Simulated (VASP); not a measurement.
# AlH2 (P-3m1) in VASP: further runs, part 2 of 2

VASP 6.6.1.

## 3. Single point, PBE

This run uses another cell than the first one, of 8.27 Å³/atom.

Input file INCAR:

```
  ALGO = Normal
  EDIFF = 1E-6
  ENCUT = 520
  GGA = PE
  ISIF = 2
  ISMEAR = 0
  LASPH = T
  LCHARG = F
  LREAL = F
  LWAVE = F
  NBANDS = 10
  NELM = 60
  PREC = Accurate
  SIGMA = 0.1
```

Input file KPOINTS:

```
k-points
0
Gamma
  6 6 6
```

Input file POSCAR:

```
AlH2
1.0
    3.0680079602      0.0000000000      0.0000000000
   -1.5340039801      2.6569728325      0.0000000000
    0.0000000000      0.0000000000      3.0419992997
Al H
1 2
Direct
    0.0000000000      0.0000000000      0.5000000000
    0.3333333333      0.6666666667      0.2607369942
    0.6666666667      0.3333333333      0.7392630058
```

Potentials or basis: VASP PAW PBE potentials, release 64 (Al, H).

Started as:

```
$ cat potpaw_PBE.64/Al/POTCAR potpaw_PBE.64/H/POTCAR > POTCAR
$ mpirun -np 1 vasp_std > vasp.out
```

OUTCAR:

```text
EDIFF = 1E-6
   ENCUT = 520
   GGA = PE
   ISIF = 2
   ISMEAR = 0
   LASPH = T
   LREAL = F
   NELM = 60
   PREC = Accurate

 ion  position               nearest neighbor table
   1  0.000  0.000  0.500-   2 1.92   3 1.92   2 1.92   3 1.92   3 1.92   2 1.92
   2  0.333  0.667  0.261-   1 1.92   1 1.92   1 1.92
   3  0.667  0.333  0.739-   1 1.92   1 1.92   1 1.92

  LATTYP: Found a hexagonal cell.
 ALAT       =     3.0680079602
 C/A-ratio  =     0.9915226229

  Lattice vectors:

 A1 = (   3.0680079602,   0.0000000000,   0.0000000000)
 A2 = (  -1.5340039801,   2.6569728325,   0.0000000000)
 A3 = (   0.0000000000,   0.0000000000,   3.0419992997)

Analysis of symmetry for initial positions (statically):
=====================================================================
 Subroutine PRICEL returns:
 Original cell was already a primitive cell.

 Routine SETGRP: Setting up the symmetry group for a
 hexagonal supercell.

 Subroutine GETGRP returns: Found 12 space group operations
 (whereof 12 operations were pure point group operations)
 out of a pool of 24 trial point group operations.

The static configuration has the point symmetry D_3d.

Analysis of symmetry for dynamics (positions and initial velocities):
=====================================================================
 Subroutine PRICEL returns:
 Original cell was already a primitive cell.

 Routine SETGRP: Setting up the symmetry group for a
 hexagonal supercell.

 Subroutine GETGRP returns: Found 12 space group operations
 (whereof 12 operations were pure point group operations)
 out of a pool of 24 trial point group operations.

The dynamic configuration has the point symmetry D_3d.

 Subroutine INISYM returns: Found 12 space group operations
 (whereof 12 operations are pure point group operations),
 and found     1 'primitive' translations

[... 120 lines left out ...]
   LORBIT       =      0    0 simple, 1 ext, 2 COOP (PROOUT), +10 PAW based schemes
   GGA     = PE    functional components
   LHFCALC =     F    Hartree Fock is set to
   AEXX    =    0.0000 exact exchange contribution
   IVDW    =     0    specifies the selected vdW correction
   LEPSILON=     F    determine dielectric tensor
   LRPA    =     F    only Hartree local field effects (RPA)
 non-spin polarized calculation
 Gauss-broadening in eV      SIGMA  =   0.10
  energy-cutoff  :      520.00
  volume of cell :       24.80
 maximum number of plane-waves:       680
 NGX is ok and might be reduce to    24
   NGX = 11   NGY = 11   NGZ = 11

 number of electron       5.0000000 magnetization

 Free energy of the ion-electron system (eV)
  ---------------------------------------------------
  ext. energy  EPLUGINS =         0.00000000
  ---------------------------------------------------
  free energy    TOTEN  =        -9.52630519 eV

  energy without entropy =       -9.52303247  energy(sigma->0) =       -9.52466883

 E-fermi :   5.9228     XC(G=0):  -9.8264

 val. band max:        5.8662898905   @ k =   0.0000   0.3333   0.1667
 cond. band min:       5.9327501368   @ k =   0.3333   0.0000   0.5000
 fundamental gap:      0.0664602463
 Fermi energy:         5.9228099228

 k-point     1 :       0.0000    0.0000    0.0000
  band No.  band energies     occupation
      1      -6.5306      2.00000
      2       4.8511      2.00000
      3      10.7247      0.00000
      4      14.1237      0.00000
      5      14.1237      0.00000
      6      14.3795      0.00000
      7      14.7030      0.00000
      8      14.7030      0.00000
      9      15.3503      0.00000
     10      25.7118      0.00000
[... 287 lines left out ...]
 k-point    24 :       0.1667    0.1667    0.3333
  band No.  band energies     occupation
      1      -3.3937      2.00000
      2       1.2627      2.00000
      3       6.8697      0.00000
      4       8.2655      0.00000
      5      12.8018      0.00000
      6      13.0636      0.00000
      7      16.6772      0.00000
      8      18.6917      0.00000
      9      21.3840      0.00000
     10      23.2061      0.00000

 [... further k-points ...]

------------------------ aborting loop because EDIFF is reached ----------------------------------------

  FORCE on cell =-STRESS in cart. coord.  units (eV):
  Direction    XX          YY          ZZ          XY          YZ          ZX
  --------------------------------------------------------------------------------------
  -------------------------------------------------------------------------------------
  Total       -0.0164563     -0.0164563     -0.0734438      0.0000000      0.0000000      0.0000000
  in kB       -1.0632614     -1.0632614     -4.7452925      0.0000000      0.0000000      0.0000000
  external PRESSURE =      -2.2906051 kB  Pullay stress =       0.0000000 kB

 VOLUME and BASIS-vectors are now :
 -----------------------------------------------------------------------------
  energy-cutoff  :      520.00
  volume of cell :       24.80
      direct lattice vectors                 reciprocal lattice vectors
     3.068007960  0.000000000  0.000000000     0.325944396  0.188184084  0.000000000
    -1.534003980  2.656972833  0.000000000     0.000000000  0.376368169  0.000000000
     0.000000000  0.000000000  3.041999300     0.000000000  0.000000000  0.328731174

 POSITION                                       TOTAL-FORCE (eV/Angst)
 -----------------------------------------------------------------------------------
      0.00000      0.00000      1.52100         0.000000      0.000000     -0.000000
     -0.00000      1.77132      0.79316        -0.000000      0.000000      0.020682
      1.53400      0.88566      2.24884         0.000000     -0.000000     -0.020682
 -----------------------------------------------------------------------------------
    total drift:                                0.000000     -0.000000      0.000000

  FREE ENERGIE OF THE ION-ELECTRON SYSTEM (eV)
  ---------------------------------------------------
  free  energy   TOTEN  =        -9.5263051937 eV

  energy  without entropy=       -9.5230324721  energy(sigma->0) =       -9.52466883
```

OSZICAR:

```text
N       E                     dE             d eps       ncg     rms          rms(c)
DAV:   1    -0.305513514786E+01   -0.30551E+01   -0.18780E+03   680   0.360E+02
DAV:   2    -0.974766024259E+01   -0.66925E+01   -0.65134E+01   890   0.538E+01
DAV:   3    -0.990796178260E+01   -0.16030E+00   -0.16004E+00   892   0.717E+00
DAV:   4    -0.990844128807E+01   -0.47951E-03   -0.47947E-03   798   0.400E-01
DAV:   5    -0.990844621471E+01   -0.49266E-05   -0.49271E-05   782   0.394E-02    0.365E+00
DAV:   6    -0.961710865403E+01    0.29134E+00   -0.26693E-01   746   0.190E+00    0.185E+00
DAV:   7    -0.952514165808E+01    0.91967E-01   -0.32263E-01   766   0.229E+00    0.312E-01
DAV:   8    -0.952665004624E+01   -0.15084E-02   -0.94390E-03   748   0.543E-01    0.159E-01
DAV:   9    -0.952630400178E+01    0.34604E-03   -0.14809E-03   762   0.139E-01    0.497E-02
DAV:  10    -0.952630824836E+01   -0.42466E-05   -0.74439E-05   764   0.524E-02    0.157E-02
DAV:  11    -0.952630506810E+01    0.31803E-05   -0.14540E-05   800   0.151E-02    0.326E-03
DAV:  12    -0.952630519367E+01   -0.12557E-06   -0.56412E-07   416   0.516E-03
   1 F= -.95263052E+01 E0= -.95246688E+01  d E =-.327272E-02
```

stdout:

```text
POSCAR found type information on POSCAR AlH
 POSCAR found :  2 types and       3 ions
 scaLAPACK will be used
 LDA part: xc-table for (Slater+PW92), standard interpolation
 POSCAR, INCAR and KPOINTS ok, starting setup
 FFT: planning ... GRIDC
 FFT: planning ... GRID_SOFT
 FFT: planning ... GRID
 WAVECAR not read
 entering main loop
```

Run time: 7.5 s. Hardware: 1 thread of Intel Xeon Platinum 8488C (Sapphire Rapids), shared host; peak memory 0.13 GiB.

Results:

```
Free energy            : -9.5263 eV
Pressure               : -0.2 GPa
Largest force          : 0.021 eV/Å
Band gap on the k mesh : zero (an odd number of electrons rules out a gap without spin polarisation)
```

Forces on the atoms (eV/Å):
```
Al   0.000  0.000  0.000
H    0.000  0.000  0.021
H    0.000  0.000 -0.021
```

Stress tensor (GPa, compression positive):
```
-0.11  0.00  0.00
 0.00 -0.11  0.00
 0.00  0.00 -0.47
```

Levels at points of the mesh, in eV from the Fermi level:
```tsv
k point	band 1	band 2	band 3	band 4	band 5
(0.00, 0.00, 0.00)	-12.45	-1.07	4.80	8.20	8.20
(0.50, 0.00, 0.00)	-8.20	-6.85	0.68	3.84	7.37
(0.00, 0.00, 0.50)	-9.74	-7.51	6.63	9.46	10.41
(0.50, 0.00, 0.50)	-6.22	-5.18	-1.18	-0.89	6.16
```

Caveat: the k points lie up to 0.39 Å⁻¹ apart, too coarse for converged energies and pressures of a metal.

## 4. Relaxation of cell and atoms, PBE

Input file INCAR:

```
SYSTEM = AlH2
PREC = Accurate
ENCUT = 600
EDIFF = 1E-7
ISMEAR = 0
SIGMA = 0.1
LREAL = .False.
LASPH = .True.
NELM = 80
ALGO = Normal
ISIF = 3
LWAVE = .False.
LCHARG = .False.
GGA = PE
IBRION = 2
NSW = 90
EDIFFG = -0.04
```

Input file KPOINTS:

```
Automatic mesh
0
Gamma
  6 6 6
  0 0 0
```

Input file POSCAR:

```
AlH2
1.0
    3.0567953692      0.0000000000      0.0000000000
   -1.5283976846      2.6472624439      0.0000000000
    0.0000000000      0.0000000000      3.0751018188
Al H
1 2
Direct
    0.0000000000      0.0000000000      0.5000000000
    0.3333333333      0.6666666667      0.2646160718
    0.6666666667      0.3333333333      0.7353839282
```

Started as:

```
$ cat potpaw_PBE.64/Al/POTCAR potpaw_PBE.64/H/POTCAR > POTCAR
$ mpirun -np 1 vasp_std > vasp.out
```

Run time: 7.3 s. Hardware: 1 thread of Intel Xeon Platinum 8488C (Sapphire Rapids), shared host; peak memory 0.14 GiB.

Results (log left out):

```yaml
Free_energy: -9.5266 eV
Relaxed_volume: 8.32 Å³/atom
Relaxed_cell: a = 3.064 Å, b = 3.064 Å, c = 3.072 Å, α = 90.00°, β = 90.00°, γ = 120.00°
Space_group_after_relaxing_to_0.1_Å: P-3m1 (No. 164)
Energy_gained_by_relaxing: 0.2 meV/atom
Ionic_steps: 2
Pressure_after_relaxing: 0.0 GPa
Largest_force_after_relaxing: 0.022 eV/Å
Band_gap_on_the_k_mesh: zero (an odd number of electrons rules out a gap without spin polarisation)
```

Forces on the atoms (eV/Å):
```
Al   0.000  0.000  0.000
H    0.000  0.000 -0.022
H    0.000  0.000  0.022
```

Stress tensor (GPa, compression positive):
```
 0.34  0.00  0.00
 0.00  0.34  0.00
 0.00  0.00 -0.53
```

The path:
```csv
step,energy change (eV),largest force (eV/Å),pressure (GPa),volume (Å³)
1,0.0000,0.0407,0.43,24.88
2,-0.0006,0.0216,0.05,24.96
```

Final structure:
```
CELL_PARAMETERS angstrom
3.06350 0.00000 0.00000
-1.53175 2.65307 0.00000
0.00000 0.00000 3.07159
ATOMIC_POSITIONS crystal
Al 0.00000 0.00000 0.50000
H 0.33333 0.66667 0.26398
H 0.66667 0.33333 0.73602
```

Levels at points of the mesh, in eV from the Fermi level:
| k point | band 1 | band 2 | band 3 | band 4 | band 5 | band 6 |
| --- | --- | --- | --- | --- | --- | --- |
| (0.00, 0.00, 0.00) | -12.39 | -1.17 | 4.70 | 8.32 | 8.32 | 8.43 |
| (0.50, 0.00, 0.00) | -8.14 | -6.77 | 0.73 | 3.94 | 7.20 | 8.16 |
| (0.00, 0.00, 0.50) | -9.80 | -7.44 | 6.63 | 9.59 | 10.43 | 10.55 |
| (0.50, 0.00, 0.50) | -6.25 | -5.18 | -1.09 | -0.86 | 6.16 | 7.00 |

Caveat: the k points lie up to 0.39 Å⁻¹ apart in the final cell, too coarse for converged energies and pressures of a metal.

## 5. The runs side by side

| task | cell | k mesh | cutoff (eV) | gap on the mesh (eV) | pressure (GPa) | largest force (eV/Å) |
| --- | --- | --- | --- | --- | --- | --- |
| single point | a = 3.057, b = 3.057, c = 3.075 Å, angles 90.0, 90.0, 120.0°, 3 atoms | 6 × 6 × 4 | 520 | none | 0.0 | 0.02 |
| single point | a = 3.068, b = 3.068, c = 3.042 Å, angles 90.0, 90.0, 120.0°, 3 atoms | 6 × 6 × 6 | 520 | none | -0.2 | 0.02 |
| relaxation of cell and atoms | relaxed from a = 3.057, b = 3.057, c = 3.075 Å, angles 90.0, 90.0, 120.0°, 3 atoms | 6 × 6 × 6 | 600 | none | 0.0 | 0.02 |

Alike in all rows: level PBE; potentials or basis VASP PAW PBE potentials, release 64 (Al, H); no spin polarisation; smearing gaussian 0.1 eV.

Caveats: all runs use coarse meshes.

Total energies depend on the potentials used, so only differences within one code and one set of settings carry meaning.
